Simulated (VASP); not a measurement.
Input of a VASP 6.6.1 run:

Contents of INCAR:

```
ALGO = Normal ; EDIFF = 1E-6
ENCUT = 500 ; GGA = PE
GGA_COMPAT = F ; ISIF = 2
ISMEAR = 0 ; LASPH = T
LCHARG = F ; LREAL = F
LWAVE = F ; NBANDS = 21
NELM = 120 ; PREC = Accurate
SIGMA = 0.1
```

File KPOINTS:

```
k-points
0
Gamma
  12 12 18
```

The input POSCAR:

```
Si3Ge
1.0
    5.4305456016      0.0000000000      0.0000000000
   -2.7152728008      4.7029904474      0.0000000000
    0.0000000000      0.0000000000      2.5275045515
Si Ge
3 1
Direct
    0.0000000000      0.5000000000      0.0000000000
    0.5000000000      0.0000000000      0.0000000000
    0.5000000000      0.5000000000      0.0000000000
    0.0000000000      0.0000000000      0.0000000000
```

Potentials or basis: VASP PAW PBE potentials, release 64 (Si, Ge_d).

Run with:

```sh
$ cat potpaw_PBE.64/Si/POTCAR potpaw_PBE.64/Ge_d/POTCAR > POTCAR
$ mpirun -np 1 vasp_std > vasp.out
```

(1) Predict the pressure.

(2) Predict the band gap on the k mesh.

## Answers

(1) 0.0 GPa.

(2) zero (bands 13 and 14 overlap by 6.64 eV).
